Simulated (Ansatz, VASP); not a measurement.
LuTl2S4Br: VASP beside Ansatz

File INCAR:

```
SYSTEM = LuTl2S4Br
PREC = Accurate
ENCUT = 520
EDIFF = 1E-7
ISMEAR = -1
SIGMA = 0.0506
LREAL = .False.
LASPH = .True.
NELM = 80
ALGO = Normal
ISIF = 2
LWAVE = .False.
LCHARG = .False.
GGA = PE
NBANDS = 51
```

File KPOINTS:

```
regular mesh
0
Gamma
  8 8 4
  0 0 0
```

The input POSCAR:

```
LuTl2S4Br
1.0
    4.2496680000      0.0000000000      0.0000000000
    0.0000000000      4.2496680000      0.0000000000
    0.0000000000      0.0000000000     10.0908590000
Lu Tl S Br
1 2 4 1
Direct
    0.0000000000      0.0000000000      0.0000000000
    0.5000000000      0.5000000000      0.7293000000
    0.5000000000      0.5000000000      0.2707000000
    0.5000000000      0.0000000000      0.8540000000
    0.0000000000      0.5000000000      0.8540000000
    0.5000000000      0.0000000000      0.1460000000
    0.0000000000      0.5000000000      0.1460000000
    0.0000000000      0.0000000000      0.5000000000
```

Input for Ansatz:

```yaml
crystal:
  lattice:
    - [4.249668, 0.0, 0.0]
    - [0.0, 4.249668, 0.0]
    - [0.0, 0.0, 10.090859]
  atoms:
    - { symbol: Lu, position: [0.0, 0.0, 0.0] }
    - { symbol: Tl, position: [0.5, 0.5, 0.7293] }
    - { symbol: Tl, position: [0.5, 0.5, 0.2707] }
    - { symbol: S, position: [0.5, 0.0, 0.854] }
    - { symbol: S, position: [0.0, 0.5, 0.854] }
    - { symbol: S, position: [0.5, 0.0, 0.146] }
    - { symbol: S, position: [0.0, 0.5, 0.146] }
    - { symbol: Br, position: [0.0, 0.0, 0.5] }
  symmetry: { tolerance: 0.0003 }
kpoints:
  mp_grid: { grid: [8, 8, 4], shift: [0, 0, 0] }
  band_path:
    path:
      - [0.0, 0.0, 0.0]
      - [0.0, 0.5, 0.0]
      - [0.5, 0.5, 0.0]
      - [0.0, 0.0, 0.0]
      - [0.0, 0.0, 0.5]
      - [0.0, 0.5, 0.5]
      - [0.5, 0.5, 0.5]
      - [0.0, 0.0, 0.5]
      - [0.0, 0.5, 0.0]
      - [0.0, 0.5, 0.5]
      - [0.5, 0.5, 0.0]
    npoints: 6
magnetization:
  spin_polarized: false
scf:
  occupations: { method: fermi_dirac, width: 0.0506 }
  lower_state_search: "off"
  max_iter: 200
hamiltonian:
  pseudopotentials: { kind: paw }
  xc: pbe
basis:
  ecutwfc: 420
  fft_grid_basis: typed
output:
  forces: true
  stress: true
  eigenvalues: true
  bader: true
  populations: true
  elf: true
  write_potential: true
  volumetric_format: npy
  dos:
    e_range: [-12, 8]
    de: 0.05
    projected: { site_lists: { Br: [Br], Lu: [Lu], S: [S], Tl: [Tl] } }
checkpoint:
  read: saved_state
```

Alike in both runs: task single point; functional PBE; k mesh 8 × 8 × 4; occupations fermi-dirac, width 0.0506 eV; no spin polarisation.

|  | VASP | Ansatz |
| --- | --- | --- |
| version | VASP 6.6.1 | Ansatz 0.2.0 |
| potentials or method | VASP PAW PBE potentials, release 64 (Lu, Tl_d, S, Br), cutoff 520 eV | PAW plane waves |
| valence electrons in the cell | 82 | 82 |

```csv
,VASP,Ansatz,Ansatz less VASP
pressure (GPa),19.4,19.4,-0.07
"traceless stress, the component that is largest in VASP (GPa)",-6.58,-6.61,-0.023
rms of the force components (eV/Å),1.107,1.112,+0.0048
```

Atom by atom the forces differ by 0.015 eV/Å (rms over components). The functional is the same, so the differences come from potentials, cutoffs and numerics.

Neither program's run includes spin-orbit coupling.
